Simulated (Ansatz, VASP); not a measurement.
**Ga in VASP and in Ansatz**

The input INCAR:

```
PREC = Accurate
ENCUT = 520
EDIFF = 1E-6
ISMEAR = -1
SIGMA = 0.05
LREAL = False
LASPH = True
NELM = 60
ALGO = Normal
ISIF = 2
LWAVE = False
LCHARG = True
LELF = True
LVHAR = True
NBANDS = 12
```

File KPOINTS:

```
Automatic mesh
0
Gamma
  14 14 16
```

The input POSCAR:

```
Ga
1.0
   -1.3858350000      1.4081250000      2.2290000000
    1.4081250000     -1.3858350000      2.2290000000
    1.3998750000      1.3998750000     -2.2149600000
Ga
1
Direct
    0.0000000000      0.0000000000      0.0000000000
```

Input for Ansatz:

```yaml
crystal:
  lattice:
    - [-1.385835, 1.408125, 2.229]
    - [1.408125, -1.385835, 2.229]
    - [1.399875, 1.399875, -2.21496]
  atoms:
    - { symbol: Ga, position: [0.0, 0.0, 0.0] }
kpoints:
  mp_grid: { grid: [14, 14, 16] }
  band_path:
    path:
      - [0.0, 0.0, 0.0]
      - [0.5, 0.5, -0.5]
      - [0.7986620821, 0.2013379179, -0.5]
      - [0.2013379179, -0.2013379179, -0.5]
      - [0.0, 0.0, -0.5]
      - [0.0, 0.0, 0.0]
      - [0.5, -0.5, 0.0]
      - [0.5, 0.0, -0.5]
      - [0.0, 0.0, 0.0]
    npoints: 5
scf:
  occupations: { method: fermi_dirac, width: 0.05 }
hamiltonian:
  xc: lda
  pseudopotentials: { kind: all_electron, lapw: { basis_error: 0.00025 } }
output:
  forces: true
  stress: true
  eigenvalues: true
```

Change from the starting cell: equal xy, yz and zx shear strains of +1 %.

Alike in both runs: task single point; functional LDA; k mesh 14 × 14 × 16; occupations fermi-dirac, width 0.05 eV; no spin polarisation.

```csv
,VASP,Ansatz
version,VASP 6.6.1,Ansatz 0.2.0
potentials or method,"VASP PAW LDA potentials, release 64 (Ga_d), cutoff 520 eV","all-electron LAPW, scalar-relativistic"
```

```csv
,VASP,Ansatz,Ansatz less VASP
pressure (GPa),-1.7,-1.6,+0.07
"traceless stress, the component that is largest in VASP (GPa)",0.17,0.17,+0.006
```

LDA's correlation is that of Perdew and Zunger in VASP and of Perdew and Wang (1992) in Ansatz. Ansatz ran all-electron here, and VASP with PAW potentials.
